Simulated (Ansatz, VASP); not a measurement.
# EuBe4 in VASP and in Ansatz

```
Eu Be
1.0
    -3.05015    3.05015    3.05015
     3.05015   -3.05015    3.05015
     3.05015    3.05015   -3.05015
Eu Be
1 4
Direct
  0.00000 0.00000 0.00000
  0.50000 0.50000 0.50000
  0.50000 0.00000 0.00000
  0.00000 0.00000 0.50000
  0.00000 0.50000 0.00000
```

Change from the starting cell: species swapped into the Hg4Pt type (Im-3m, No. 229).

Alike in both runs: functional PBE; k mesh 10 × 10 × 10; occupations gaussian, width 0.1 eV; collinear spin.

Ansatz relaxed the structure, and its values are those at the end. VASP's run is a single point on that final structure, the one shown.

|  | VASP | Ansatz |
| --- | --- | --- |
| version | VASP 6.6.1 | Ansatz 0.2.0 |
| potentials or method | VASP PAW PBE potentials, release 64 (Eu, Be), cutoff 520 eV | scalar-relativistic, plane waves, PAW |
| valence electrons in the cell | 25 | 25 |

|  | VASP | Ansatz | Ansatz less VASP |
| --- | --- | --- | --- |
| gap on the k mesh at the Fermi level (eV) | none | none | - |
| pressure (GPa) | 0.1 | 0.0 | -0.07 |
| net moment per atom (μB) | 1.56 | 1.56 | +0.001 |
| size of the moment on the site where the two differ most (μB) | 6.69 | 6.65 | -0.039 |

Site moments also hang on the region over which each program counts them. A gap of «none» marks a metal or a gap that the smearing closes. With one functional, cell and mesh, what is left measures potentials, basis and numerics. Ansatz's warnings: given moment on shells.

Spin-orbit coupling is off throughout.
